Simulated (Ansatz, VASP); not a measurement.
PbSe: VASP beside Ansatz

The input INCAR:

```
SYSTEM = PbSe
  ALGO = Normal
  EDIFF = 1E-7
  ENCUT = 520
  GGA = PE
  ISIF = 2
  ISMEAR = -1
  LASPH = .TRUE.
  LCHARG = .FALSE.
  LREAL = .FALSE.
  LWAVE = .FALSE.
  NBANDS = 17
  NELM = 60
  PREC = Accurate
  SIGMA = 0.01
```

KPOINTS

```
k-points
0
G
  9 9 9
  0 0 0
```

The input POSCAR:

```
PbSe
1.0
    0.0000000000      3.0621500000      2.9702855000
    3.0621500000      0.0000000000      2.9702855000
    3.0621500000      3.0621500000      0.0000000000
Pb Se
1 1
Direct
    0.0000000000      0.0000000000      0.0000000000
    0.5000000000      0.5000000000      0.5000000000
```

Input for Ansatz:

```yaml
crystal:
  lattice:
    - [0.0, 3.06215, 2.9702855]
    - [3.06215, 0.0, 2.9702855]
    - [3.06215, 3.06215, 0.0]
  atoms:
    - { symbol: Pb, position: [0.0, 0.0, 0.0] }
    - { symbol: Se, position: [0.5, 0.5, 0.5] }
kpoints:
  mp_grid: { grid: [9, 9, 9] }
  band_path:
    path:
      - [0.0, 0.0, 0.0]
      - [0.0, 0.5, 0.5]
      - [0.25, 0.75, 0.5]
      - [0.0, 0.5, 0.0]
      - [0.0, 0.0, 0.0]
      - [0.5, 0.5, 0.0]
      - [0.3828515251, 0.6171484749, 0.0]
      - [-0.3828515251, 0.3828515251, 0.0]
      - [0.0, 0.0, 0.0]
    npoints: 5
scf:
  occupations: { method: fermi_dirac, width: 0.01 }
hamiltonian:
  xc: pbe
  pseudopotentials: { kind: all_electron, lapw: { basis_error: 0.00025 } }
output:
  forces: true
  stress: true
  eigenvalues: true
```

Change from the starting cell: zz strain of -3 %.

Alike in both runs: task single point; functional PBE; k mesh 9 × 9 × 9; occupations fermi-dirac, width 0.01 eV; no spin polarisation.

|  | VASP | Ansatz |
| --- | --- | --- |
| version | VASP 6.6.1 | Ansatz 0.2.0 |
| potentials or method | VASP PAW PBE potentials, release 64 (Pb_d, Se), cutoff 520 eV | all-electron LAPW, scalar-relativistic |

VASP gave:

```
gap on the k mesh at the Fermi level (eV)                     : 0.64
pressure (GPa)                                                : 4.3
traceless stress, the component that is largest in VASP (GPa) : 3.14
```

**Question.** Which values does Ansatz return?

**Answer.** gap on the k mesh at the Fermi level (eV): 0.64; pressure (GPa): 4.3; traceless stress, the component that is largest in VASP (GPa): 3.13.

Ansatz ran all-electron here, and VASP with PAW potentials.

Spin-orbit coupling is off throughout.
